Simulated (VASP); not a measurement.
Input of a VASP 6.6.1 run:

The input INCAR:

```
PREC = Accurate ; ENCUT = 520
EDIFF = 1E-6 ; ISMEAR = 0
SIGMA = 0.15 ; LREAL = False
LASPH = True ; NELM = 80
ALGO = Normal ; ISIF = 2
LWAVE = False ; LCHARG = True
GGA = PE ; IVDW = 12
LELF = True ; LVHAR = True
NBANDS = 28
```

KPOINTS

```
Automatic mesh
0
Gamma
  12 12 10
```

File POSCAR:

```
SnO
1.0
    3.8370963230      0.1007237785      0.0000000000
    0.1007237785      3.8370963230      0.0000000000
    0.0000000000      0.0000000000      4.7621286275
Sn O
2 2
Direct
    0.0000000000      0.5000000000      0.2432422108
    0.5000000000      0.0000000000      0.7567577892
    0.0000000000      0.0000000000      0.0000000000
    0.5000000000      0.5000000000      0.0000000000
```

Potentials or basis: VASP PAW PBE potentials, release 64 (Sn_d, O).

The run is started by

```sh
$ cat potpaw_PBE.64/Sn_d/POTCAR potpaw_PBE.64/O/POTCAR > POTCAR
$ mpirun -np 1 vasp_std > vasp.out
```

Q: Predict the largest force.

A: 0.089 eV/Å.

Q: Predict the pressure.

A: 0.3 GPa.

Q: Estimate the band gap on the k mesh.

A: Zero (bands 20 and 21 overlap by 0.05 eV).

Q: Estimate the dispersion energy per atom.

A: -0.235 eV.

Stress tensor (GPa, compression positive):
```
 0.37 -4.32  0.00
-4.32  0.37  0.00
 0.00  0.00  0.27
```

Caveat: the cell differs from its parent crystal (strain +0.0525 x Voigt [0, 0, 0, 0, 0, 1]); semilocal functionals underestimate gaps, and a narrow one can read as zero; spin-orbit coupling is left out, which moves the levels of the heavy elements.
